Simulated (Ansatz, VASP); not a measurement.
**V: VASP beside Ansatz**

File INCAR:

```
SYSTEM = V
PREC = Accurate
ENCUT = 600
EDIFF = 1E-6
ISMEAR = -1
SIGMA = 0.1
LREAL = .FALSE.
LASPH = .TRUE.
NELM = 60
ALGO = Normal
ISIF = 3
LWAVE = .FALSE.
LCHARG = .FALSE.
GGA = PE
IBRION = 2
NSW = 60
EDIFFG = -0.005
```

File KPOINTS:

```
regular mesh
0
G
  18 18 18
  0 0 0
```

The input POSCAR:

```
V
1.0
   -1.4991847422      1.4991847422      1.4991847422
    1.4991847422     -1.4991847422      1.4991847422
    1.4991847422      1.4991847422     -1.4991847422
V
1
Direct
    0.0000000000      0.0000000000      0.0000000000
```

Input for Ansatz:

```yaml
crystal:
  lattice:
    - [-1.4991847422, 1.4991847422, 1.4991847422]
    - [1.4991847422, -1.4991847422, 1.4991847422]
    - [1.4991847422, 1.4991847422, -1.4991847422]
  atoms:
    - { symbol: V, position: [0.0, 0.0, 0.0] }
kpoints:
  mp_grid: { grid: [18, 18, 18] }
scf:
  occupations: { method: fermi_dirac, width: 0.1 }
hamiltonian:
  xc: pbe
  pseudopotentials: { kind: paw }
output:
  forces: true
  stress: true
relax:
  f_tol: 0.005
  max_steps: 40
  cell: {}
```

Alike in both runs: task relaxation of cell and atoms; functional PBE; k mesh 18 × 18 × 18; occupations fermi-dirac, width 0.1 eV; no spin polarisation.

|  | VASP | Ansatz |
| --- | --- | --- |
| version | VASP 6.6.1 | Ansatz 0.2.0 |
| potentials or method | VASP PAW PBE potentials, release 64 (V_sv) | PAW with Ansatz's default frozen-core files, scalar-relativistic |
| plane-wave cutoff (eV) | 600 | 420 |
| valence electrons in the cell | 13 | 13 |

```tsv
	VASP	Ansatz	Ansatz less VASP
relaxed volume (Å³/atom)	13.49	13.48	-0.012
relaxed cell length with the largest relative difference (Å)	2.597	2.597	-0.0008
```
